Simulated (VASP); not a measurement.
Wanted: the native input for a VASP 6.6.1 run.

```
Task                   : single point
Functional             : PBE
Potentials or basis    : VASP PAW PBE potentials, release 64 (Sb, Mn_pv)
Cutoff                 : 520 eV
k mesh                 : 7 × 7 × 5
Occupations            : fermi-dirac, width 0.05 eV
Spin                   : no spin polarisation
Dipole correction      : no
Further INCAR settings : ALGO = Normal; EDIFF = 1e-06; NBANDS = 26
```

The structure of MnSb lies in POSCAR:

```
MnSb
1.0
    4.1500000000      0.0000000000      0.0000000000
   -2.0750000000      3.5940054257      0.0000000000
    0.0000000000      0.0000000000      5.7800000000
Sb Mn
2 2
Direct
    0.6666666667      0.3333333333      0.7500000000
    0.3333333333      0.6666666667      0.2500000000
    0.0000000000      0.0000000000      0.5000000000
    0.0000000000      0.0000000000      0.0000000000
```

One way to write it, as run:

INCAR

```
ALGO = Normal
EDIFF = 1E-6
ENCUT = 520
GGA = PE
ISIF = 2
ISMEAR = -1
LASPH = True
LCHARG = False
LREAL = False
LWAVE = False
NBANDS = 26
NELM = 60
PREC = Accurate
SIGMA = 0.05
```

KPOINTS

```
k-points
0
Gamma
  7 7 5
```

Potentials or basis: VASP PAW PBE potentials, release 64 (Sb, Mn_pv).

Command:

```sh
$ cat potpaw_PBE.64/Sb/POTCAR potpaw_PBE.64/Mn_pv/POTCAR > POTCAR
$ mpirun -np 1 vasp_std > vasp.out
```

It gave:

- Pressure: -16.2 GPa
- Band gap on the k mesh: zero (band 18 reaches 7.34 eV, above the bottom of band 19 at 7.03 eV)

Caveat: spin-orbit coupling is left out, which moves the levels of the heavy elements.

Wall time 28 s on 1 thread of Intel(R) Xeon(R) Platinum 8488C (Sapphire Rapids), with other jobs on the host, peak memory 0.23 GiB.
